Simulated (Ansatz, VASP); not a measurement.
# One calculation of Os, two programs

```
Os
1.0
     1.43279    0.82722    6.92459
    -1.43279    0.82722    6.92459
     0.00000   -1.65444    6.92459
Os
3
Direct
  0.00000 0.00000 0.00000
  0.22222 0.22222 0.22222
  0.77778 0.77778 0.77778
```

Alike in both runs: task single point; functional PBEsol; k mesh 9 × 9 × 9; occupations gaussian, width 0.1 eV; no spin polarisation.

|  | VASP | Ansatz |
| --- | --- | --- |
| version | VASP 6.6.1 | Ansatz 0.2.0 |
| potentials or method | VASP PAW PBE potentials, release 64 (Os), cutoff 520 eV | scalar-relativistic, plane waves, PAW |
| valence electrons in the cell | 24 | 48 |

|  | VASP | Ansatz | Ansatz less VASP |
| --- | --- | --- | --- |
| gap on the k mesh at the Fermi level (eV) | none | none | - |
| rms of the force components (eV/Å) | 0.292 | 0.294 | +0.0017 |

VASP's potentials were made for PBE, not for PBEsol. Atom by atom the forces differ by 0.002 eV/Å (rms over components). A gap of «none» marks a metal or a gap that the smearing closes. VASP's potentials hold 24 valence electrons a cell and Ansatz's 48, so a difference there can come from the potentials and not from the codes.

Neither program's run includes spin-orbit coupling.
